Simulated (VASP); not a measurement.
# SrO (Fm-3m) in VASP: a series of runs

Aim: see how the results for SrO move with the level of theory and the settings. Levels: PBE, HSE06, r2SCAN50, PBE-based screened hybrid with 75 % exact exchange. Tasks: single point.

Program: VASP 6.6.1. These are calculated values, not measurements. Logs are shortened: lines on timing, memory, paths and dates and some standing lists are left out, and cuts for length are marked.

## 1. The cell of the first run

Symmetry: Fm-3m, No. 225, cubic system. Conventional cell: a = 5.160 Å, b = 5.160 Å, c = 5.160 Å, α = 90.00°, β = 90.00°, γ = 90.00°. Sr (site symmetry m-3m) has 6 O at 2.58 Å within 3.4 Å. Within 3.4 Å of O (site symmetry m-3m) lie 6 Sr at 2.58 Å.

## 2. Single point, PBE

INCAR reads:

```
ALGO = Normal ; EDIFF = 1E-7
ENCUT = 520 ; GGA = PE
ISIF = 2 ; ISMEAR = 0
LASPH = T ; LCHARG = F
LREAL = F ; LWAVE = F
NBANDS = 15 ; NELM = 60
PREC = Accurate ; SIGMA = 0.01
```

KPOINTS reads:

```
k-points
0
Gamma
  6 6 6
```

POSCAR reads:

```
SrO
1.0
    0.0000000000      2.5798923271      2.5798923271
    2.5798923271      0.0000000000      2.5798923271
    2.5798923271      2.5798923271      0.0000000000
Sr O
1 1
Direct
    0.0000000000      0.0000000000      0.0000000000
    0.5000000000      0.5000000000      0.5000000000
```

Potentials or basis: VASP PAW PBE potentials, release 64 (Sr_sv, O).

Launch:

```console
> cat potpaw_PBE.64/Sr_sv/POTCAR potpaw_PBE.64/O/POTCAR > POTCAR
> mpirun -np 1 vasp_std > vasp.out
```

OUTCAR:

```text
EDIFF = 1E-7
   ENCUT = 520
   GGA = PE
   ISIF = 2
   ISMEAR = 0
   LASPH = T
   LREAL = F
   NELM = 60
   PREC = Accurate

 ion  position               nearest neighbor table
   1  0.000  0.000  0.000-   2 2.58   2 2.58   2 2.58   2 2.58   2 2.58   2 2.58
   2  0.500  0.500  0.500-   1 2.58   1 2.58   1 2.58   1 2.58   1 2.58   1 2.58

  LATTYP: Found a face centered cubic cell.
 ALAT       =     5.1597846542

  Lattice vectors:

 A1 = (   0.0000000000,   2.5798923271,   2.5798923271)
 A2 = (   2.5798923271,   0.0000000000,   2.5798923271)
 A3 = (   2.5798923271,   2.5798923271,   0.0000000000)

Analysis of symmetry for initial positions (statically):
=====================================================================
 Subroutine PRICEL returns:
 Original cell was already a primitive cell.

 Routine SETGRP: Setting up the symmetry group for a
 face centered cubic supercell.

 Subroutine GETGRP returns: Found 48 space group operations
 (whereof 48 operations were pure point group operations)
 out of a pool of 48 trial point group operations.

The static configuration has the point symmetry O_h .

Analysis of symmetry for dynamics (positions and initial velocities):
=====================================================================
 Subroutine PRICEL returns:
 Original cell was already a primitive cell.

 Routine SETGRP: Setting up the symmetry group for a
 face centered cubic supercell.

 Subroutine GETGRP returns: Found 48 space group operations
 (whereof 48 operations were pure point group operations)
 out of a pool of 48 trial point group operations.

The dynamic configuration has the point symmetry O_h .

 Subroutine INISYM returns: Found 48 space group operations
 (whereof 48 operations are pure point group operations),
 and found     1 'primitive' translations

----------------------------------------------------------------------------------------

                                     Primitive cell

  volume of cell :      34.3427

  direct lattice vectors                    reciprocal lattice vectors
     0.000000000  2.579892327  2.579892327    -0.193806538  0.193806538  0.193806538
     2.579892327  0.000000000  2.579892327     0.193806538 -0.193806538  0.193806538
     2.579892327  2.579892327  0.000000000     0.193806538  0.193806538 -0.193806538

  length of vectors
     3.648518718  3.648518718  3.648518718     0.335682770  0.335682770  0.335682770

  position of ions in fractional coordinates (direct lattice)
     0.000000000  0.000000000  0.000000000
     0.500000000  0.500000000  0.500000000

  ion indices of the primitive-cell ions
   primitive index   ion index
                 1           1
                 2           2

----------------------------------------------------------------------------------------

 KPOINTS: k-points

Automatic generation of k-mesh.
 Grid dimensions read from file:
 generate k-points for:    6    6    6

 Generating k-lattice:

  Cartesian coordinates                     Fractional coordinates (reciprocal lattice)
    -0.032301090  0.032301090  0.032301090     0.166666667  0.000000000  0.000000000
     0.032301090 -0.032301090  0.032301090     0.000000000  0.166666667  0.000000000
     0.032301090  0.032301090 -0.032301090     0.000000000  0.000000000  0.166666667

  Length of vectors
     0.055947128  0.055947128  0.055947128

  Shift w.r.t. Gamma in fractional coordinates (k-lattice)
     0.000000000  0.000000000  0.000000000

 Subroutine IBZKPT returns following result:
 ===========================================

 Found     16 irreducible k-points:

 Following reciprocal coordinates:
            Coordinates               Weight
  0.000000  0.000000  0.000000      1.000000
  0.166667  0.000000  0.000000      8.000000
  0.333333  0.000000  0.000000      8.000000
  0.500000  0.000000  0.000000      4.000000
  0.166667  0.166667  0.000000      6.000000
  0.333333  0.166667  0.000000     24.000000
[... 8 lines left out ...]
 -0.333333  0.333333  0.166667     24.000000
 -0.333333  0.500000  0.166667     12.000000
   k-points           NKPTS =     16   k-points in BZ     NKDIM =     16   number of bands    NBANDS=     15
   number of dos      NEDOS =    301   number of ions     NIONS =      2
   total plane-waves  NPLWV =  21952
   dimension x,y,z NGX =    28 NGY =   28 NGZ =   28
   dimension x,y,z NGXF=    56 NGYF=   56 NGZF=   56
   ions per type =               1   1
   NGX,Y,Z   is equivalent  to a cutoff of  12.76, 12.76, 12.76 a.u.
   NGXF,Y,Z  is equivalent  to a cutoff of  25.52, 25.52, 25.52 a.u.
 SYSTEM =  unknown system
   PREC   = accura    normal or accurate (medium, high low for compatibility)
   ISTART =      0    job   : 0-new  1-cont  2-samecut
   ICHARG =      2    charge: 1-file 2-atom 10-const
   ISPIN  =      1    spin polarized calculation?
   LNONCOLLINEAR =      F non collinear calculations
   LSORBIT =      F    spin-orbit coupling
   LASPH  =      T    aspherical Exc in radial PAW
   ENCUT  =  520.0 eV  38.22 Ry    6.18 a.u.   6.78  6.78  6.78*2*pi/ulx,y,z
   NELM   =     60;   NELMIN=  2; NELMDL= -5     # of ELM steps
   EDIFF  = 0.1E-06   stopping-criterion for ELM
   LREAL  =      F    real-space projection
   EDIFFG = 0.1E-05   stopping-criterion for IOM
   NSW    =      0    number of steps for IOM
   IBRION =     -1    ionic relax: 0-MD 1-quasi-New 2-CG
   NFREE  =      0    steps in history (QN), initial steepest desc. (CG)
   ISIF   =      2    stress and relaxation
   ISYM   =      2    0-nonsym 1-usesym 2-fastsym
   POTIM  = 0.5000    time-step for ionic-motion
   TEBEG  =    0.0;   TEEND  =   0.0 temperature during run
   PSTRESS=    0.0 pullay stress
   NELECT =      16.0000    total number of electrons
   NUPDOWN=      -1.0000    fix difference up-down
   EMIN   =  10.00;   EMAX   =-10.00  energy-range for DOS
   EFERMI =   0.00;   METHOD = LEGACY
   ISMEAR =     0;   SIGMA  =   0.01  broadening in eV -4-tet -1-fermi 0-gaus
   EFERMI_NEDOS =   21; number of points for ismear=-14 and -15
   IALGO  =     38    algorithm
   IMIX   =      4    mixing-type and parameters
     AMIX     =   0.40;   BMIX     =  1.00
     AMIX_MAG =   1.60;   BMIX_MAG =  1.00
  volume/ion in A,a.u.               =      17.17       115.88
  Fermi-wavevector in a.u.,A,eV,Ry     =   1.269122  2.398292 21.914492  1.610670
  Thomas-Fermi vector in A             =   2.402180
   LORBIT       =      0    0 simple, 1 ext, 2 COOP (PROOUT), +10 PAW based schemes
   GGA     = PE    functional components
   LHFCALC =     F    Hartree Fock is set to
   AEXX    =    0.0000 exact exchange contribution
   IVDW    =     0    specifies the selected vdW correction
   LEPSILON=     F    determine dielectric tensor
   LRPA    =     F    only Hartree local field effects (RPA)
 non-spin polarized calculation
 Gauss-broadening in eV      SIGMA  =   0.01
  energy-cutoff  :      520.00
  volume of cell :       34.34
 maximum number of plane-waves:       941
   NGX = 13   NGY = 13   NGZ = 13

 number of electron      15.9999998 magnetization

 Free energy of the ion-electron system (eV)
  ---------------------------------------------------
  ext. energy  EPLUGINS =         0.00000000
  ---------------------------------------------------
  free energy    TOTEN  =       -12.04783263 eV

  energy without entropy =      -12.04783263  energy(sigma->0) =      -12.04783263

 E-fermi :   1.7333     XC(G=0):  -9.9774

 val. band max:        1.6151247380   @ k =   0.0000   0.0000   0.0000
 cond. band min:       4.8853630168   @ k =   0.5000   0.5000   0.0000
 fundamental gap:      3.2702382787
 Fermi energy:         1.7332853516

 k-point     1 :       0.0000    0.0000    0.0000
  band No.  band energies     occupation
      1     -30.8108      2.00000
      2     -13.4623      2.00000
      3     -12.4593      2.00000
      4     -12.4593      2.00000
      5     -12.4593      2.00000
      6       1.6151      2.00000
      7       1.6151      2.00000
      8       1.6151      2.00000
      9       5.5243      0.00000
     10       7.8024      0.00000
     11       7.8024      0.00000
     12       7.8024      0.00000
     13       9.9463      0.00000
     14       9.9463      0.00000
     15      14.2758      0.00000

 k-point     2 :       0.1667    0.0000    0.0000
  band No.  band energies     occupation
      1     -30.7783      2.00000
      2     -14.0237      2.00000
      3     -12.4796      2.00000
      4     -12.4796      2.00000
      5     -11.9781      2.00000
      6       0.8980      2.00000
      7       1.2929      2.00000
      8       1.2929      2.00000
      9       6.6688      0.00000
     10       7.6040      0.00000
     11       8.3299      0.00000
     12       8.3299      0.00000
     13      10.6317      0.00000
     14      10.6317      0.00000
     15      15.9099      0.00000

 k-point     3 :       0.3333    0.0000    0.0000
  band No.  band energies     occupation
      1     -30.7123      2.00000
      2     -14.7021      2.00000
      3     -12.5195      2.00000
      4     -12.5195      2.00000
      5     -11.4613      2.00000
      6      -0.1192      2.00000
      7       0.7406      2.00000
      8       0.7406      2.00000
      9       7.7725      0.00000
     10       8.8064      0.00000
     11       9.6050      0.00000
     12       9.6050      0.00000
     13      12.1728      0.00000
     14      12.1728      0.00000
     15      17.3516      0.00000
[... 199 lines left out ...]
 k-point    15 :      -0.3333    0.3333    0.1667
  band No.  band energies     occupation
      1     -30.6489      2.00000
      2     -14.4406      2.00000
      3     -12.9732      2.00000
      4     -12.8317      2.00000
      5     -11.7652      2.00000
      6       0.2997      2.00000
      7       0.9411      2.00000
      8       1.0000      2.00000
      9       7.7904      0.00000
     10       7.9160      0.00000
     11      10.5171      0.00000
     12      11.6418      0.00000
     13      12.9711      0.00000
     14      14.4772      0.00000
     15      15.2089      0.00000

 k-point    16 :      -0.3333    0.5000    0.1667
  band No.  band energies     occupation
      1     -30.6393      2.00000
      2     -14.0199      2.00000
      3     -13.2486      2.00000
      4     -12.9628      2.00000
      5     -12.0500      2.00000
      6       0.7403      2.00000
      7       1.1400      2.00000
      8       1.2692      2.00000
      9       6.2502      0.00000
     10       9.1489      0.00000
     11       9.9956      0.00000
     12      12.5294      0.00000
     13      12.6343      0.00000
     14      14.4600      0.00000
     15      14.9891      0.00000

------------------------ aborting loop because EDIFF is reached ----------------------------------------

  FORCE on cell =-STRESS in cart. coord.  units (eV):
  Direction    XX          YY          ZZ          XY          YZ          ZX
  --------------------------------------------------------------------------------------
  -------------------------------------------------------------------------------------
  Total        0.5059098      0.5059098      0.5059098     -0.0000000     -0.0000000      0.0000000
  in kB       23.6020084     23.6020084     23.6020084     -0.0000000     -0.0000000      0.0000000
  external PRESSURE =      23.6020084 kB  Pullay stress =       0.0000000 kB

 VOLUME and BASIS-vectors are now :
 -----------------------------------------------------------------------------
  energy-cutoff  :      520.00
  volume of cell :       34.34
      direct lattice vectors                 reciprocal lattice vectors
     0.000000000  2.579892327  2.579892327    -0.193806538  0.193806538  0.193806538
     2.579892327  0.000000000  2.579892327     0.193806538 -0.193806538  0.193806538
     2.579892327  2.579892327  0.000000000     0.193806538  0.193806538 -0.193806538

 POSITION                                       TOTAL-FORCE (eV/Angst)
 -----------------------------------------------------------------------------------
      0.00000      0.00000      0.00000         0.000000     -0.000000      0.000000
      2.57989      2.57989      2.57989        -0.000000      0.000000     -0.000000
 -----------------------------------------------------------------------------------
    total drift:                                0.000000      0.000000      0.000000

  FREE ENERGIE OF THE ION-ELECTRON SYSTEM (eV)
  ---------------------------------------------------
  free  energy   TOTEN  =       -12.0478326298 eV

  energy  without entropy=      -12.0478326298  energy(sigma->0) =      -12.04783263
```

Wall time 15 s (1 thread of Intel Xeon 8259CL, shared host); peak memory 0.16 GiB.

What came out:

```yaml
Free_energy: -12.0478 eV
Pressure: 2.4 GPa
Band_gap_on_the_k_mesh: 3.27 eV (least direct gap 3.37 eV)
```

## 3. Single point, HSE06

POSCAR is that of step 2.

INCAR.step1 reads:

```
  ALGO = Normal
  EDIFF = 1E-5
  ENCUT = 520
  GGA = PE
  ISIF = 2
  ISMEAR = 0
  LASPH = True
  LCHARG = False
  LREAL = False
  LWAVE = True
  NBANDS = 15
  NELM = 100
  PREC = Accurate
  SIGMA = 0.01
```

INCAR.step2 reads:

```
  ALGO = Normal
  EDIFF = 1E-6
  ENCUT = 520
  GGA = PE
  HFSCREEN = 0.2079
  ISIF = 2
  ISMEAR = 0
  ISTART = 1
  LASPH = True
  LCHARG = False
  LHFCALC = True
  LREAL = False
  LWAVE = False
  NBANDS = 15
  NELM = 100
  PREC = Accurate
  PRECFOCK = Normal
  SIGMA = 0.01
```

KPOINTS reads:

```
k-points
0
Gamma
  4 4 4
```

Potentials or basis: VASP PAW PBE potentials, release 64 (Sr_sv, O).

Launch:

```console
> cat potpaw_PBE.64/Sr_sv/POTCAR potpaw_PBE.64/O/POTCAR > POTCAR
> cp INCAR.step1 INCAR
> mpirun -np 1 vasp_std > vasp.out
> cp INCAR.step2 INCAR
> mpirun -np 1 vasp_std > vasp.out
```

It took 12 min on 1 thread of Intel Xeon 8259CL, shared host; peak memory 0.27 GiB.

Results (log left out):

| Property | Result |
| --- | --- |
| Free energy | -14.1816 eV |
| Pressure | 0.2 GPa |
| Band gap on the k mesh | 4.74 eV (least direct gap 4.85 eV) |

Levels at points of the mesh, in eV from the valence-band top:
| k point | band 5 | band 6 | band 7 | band 8 | band 9 | band 10 | band 11 | band 12 |
| --- | --- | --- | --- | --- | --- | --- | --- | --- |
| (0.00, 0.00, 0.00) | -14.73 | 0.00 | 0.00 | 0.00 | 5.39 | 7.84 | 7.84 | 7.84 |
| (0.50, 0.00, 0.00) | -13.74 | -2.24 | -1.18 | -1.18 | 8.20 | 9.90 | 10.64 | 10.64 |
| (0.50, 0.50, 0.00) | -15.11 | -0.50 | -0.11 | -0.11 | 4.74 | 9.48 | 11.97 | 12.06 |

Caveat: the k points lie up to 0.53 Å⁻¹ apart; the PAW data sets were made with another functional, which shifts forces and pressure a little. A k mesh can miss the band edges.

## 4. Single point, r2SCAN50

POSCAR is that of step 3.

INCAR.step1 reads:

```
PREC = Accurate
ENCUT = 520
EDIFF = 1E-5
ISMEAR = 0
SIGMA = 0.01
LREAL = False
LASPH = True
NELM = 100
ALGO = Normal
ISIF = 2
LWAVE = True
LCHARG = False
NBANDS = 15
GGA = PE
```

INCAR.step2 reads:

```
PREC = Accurate
ENCUT = 520
EDIFF = 1E-6
ISMEAR = 0
SIGMA = 0.01
LREAL = False
LASPH = True
NELM = 100
ALGO = Normal
ISIF = 2
LWAVE = False
LCHARG = False
METAGGA = R2SCAN
LHFCALC = True
AEXX = 0.5
LMIXTAU = True
PRECFOCK = Normal
NBANDS = 15
ISTART = 1
```

KPOINTS reads:

```
regular mesh
0
Gamma
  4 4 4
```

Launch:

```console
> cat potpaw_PBE.64/Sr_sv/POTCAR potpaw_PBE.64/O/POTCAR > POTCAR
> cp INCAR.step1 INCAR
> mpirun -np 1 vasp_std > vasp.out
> cp INCAR.step2 INCAR
> mpirun -np 1 vasp_std > vasp.out
```

Run time: 16 min. Hardware: 1 thread of Intel Xeon 8259CL, shared host; peak memory 0.18 GiB.

It converged, with:

* Free energy: -25.3387 eV
* Pressure: -2.3 GPa
* Band gap on the k mesh: 7.97 eV (least direct gap 8.08 eV)

Levels at points of the mesh, in eV from the valence-band top:
```
           k point  band 4  band 5  band 6  band 7  band 8  band 9  band 10  band 11  band 12  band 13
(0.00, 0.00, 0.00)  -15.41  -15.41    0.00    0.00    0.00    8.62    11.33    11.33    11.33    13.76
(0.50, 0.00, 0.00)  -15.48  -14.60   -2.35   -1.23   -1.23   11.67    13.17    14.38    14.38    17.91
(0.50, 0.50, 0.00)  -15.81  -15.81   -0.54   -0.12   -0.12    7.97    13.12    15.58    15.83    16.87
```

Caveat: the k points lie up to 0.53 Å⁻¹ apart; the PAW data sets were made with another functional, which shifts forces and pressure a little.

(Part 1 of 2 ends here.)
